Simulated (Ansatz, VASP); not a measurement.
# C: VASP beside Ansatz

```
C
1.0
     1.24116   -2.13631    0.00000
     1.24116    2.13631    0.00000
     0.00000    0.00000    6.63470
C
4
Direct
  0.08292 0.91708 0.75034
  0.58292 0.41708 0.24966
  0.91708 0.08292 0.24966
  0.41708 0.58292 0.75034
```

Alike in both runs: functional PBE; k mesh 3 × 3 × 1; occupations gaussian, width 0.1 eV; no spin polarisation.

Ansatz relaxed the structure, and its values are those at the end. VASP's run is a single point on that final structure, the one shown.

|  | VASP | Ansatz |
| --- | --- | --- |
| version | VASP 6.6.1 | Ansatz 0.2.0 |
| potentials or method | VASP PAW PBE potentials, release 64 (C), cutoff 520 eV | scalar-relativistic, plane waves, PAW |
| valence electrons in the cell | 16 | 16 |

```csv
,VASP,Ansatz,Ansatz less VASP
gap on the k mesh at the Fermi level (eV),0.50,0.50,-0.001
least direct gap on the mesh (eV),0.50,0.50,-0.001
pressure (GPa),0.5,0.0,-0.46
```

The functional is the same, so the differences come from potentials, cutoffs and numerics.

The k mesh is coarse, so the values compare programs but aren't converged.
